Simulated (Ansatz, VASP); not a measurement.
## CdSe: VASP beside Ansatz

The input INCAR:

```
PREC = Accurate
ENCUT = 520
EDIFF = 1E-6
ISMEAR = 0
SIGMA = 0.05
LREAL = F
LASPH = T
NELM = 100
ALGO = Normal
ISIF = 2
LWAVE = F
LCHARG = F
GGA = PE
NBANDS = 16
```

KPOINTS

```
Automatic mesh
0
Gamma
  10 10 10
```

POSCAR

```
CdSe
1.0
   -0.2272687163      3.0984146735      3.0984146735
    3.0984146735     -0.2272687163      3.0984146735
    2.8711459572      2.8711459572      0.0000000000
Cd Se
1 1
Direct
    0.0000000000      0.0000000000      0.0000000000
    0.7500000000      0.7500000000      0.7500000000
```

Input for Ansatz:

```yaml
crystal:
  lattice:
    - [-0.2272687163, 3.0984146735, 3.0984146735]
    - [3.0984146735, -0.2272687163, 3.0984146735]
    - [2.8711459572, 2.8711459572, 0.0]
  atoms:
    - { symbol: Cd, position: [0.0, 0.0, 0.0] }
    - { symbol: Se, position: [0.75, 0.75, 0.75] }
basis:
  ecutwfc: 420
kpoints:
  mp_grid: { grid: [10, 10, 10] }
hamiltonian:
  xc: pbe
scf:
  occupations: { method: gaussian, width: 0.05 }
output:
  forces: true
  stress: true
  eigenvalues: true
```

Change from the starting cell: engineering shear strain xz -0.1467, normal strain along z +0.0000.

Alike in both runs: task single point; functional PBE; k mesh 10 × 10 × 10; occupations gaussian, width 0.05 eV; no spin polarisation.

```csv
,VASP,Ansatz
version,VASP 6.6.1,Ansatz 0.2.0
potentials or method,"VASP PAW PBE potentials, release 64 (Cd, Se), cutoff 520 eV","scalar-relativistic, plane waves, PAW"
valence electrons in the cell,18,36
```

|  | VASP | Ansatz | Ansatz less VASP |
| --- | --- | --- | --- |
| gap on the k mesh at the Fermi level (eV) | 0.34 | 0.34 | +0.005 |
| least direct gap on the mesh (eV) | 0.34 | 0.34 | +0.005 |
| pressure (GPa) | 1.8 | 1.5 | -0.29 |
| traceless stress, the component that is largest in VASP (GPa) | 5.91 | 5.77 | -0.138 |
| rms of the force components (eV/Å) | 0.480 | 0.460 | -0.0204 |

Atom by atom the forces differ by 0.020 eV/Å (rms over components). VASP's potentials hold 18 valence electrons a cell and Ansatz's 36, so a difference there can come from the potentials and not from the codes.
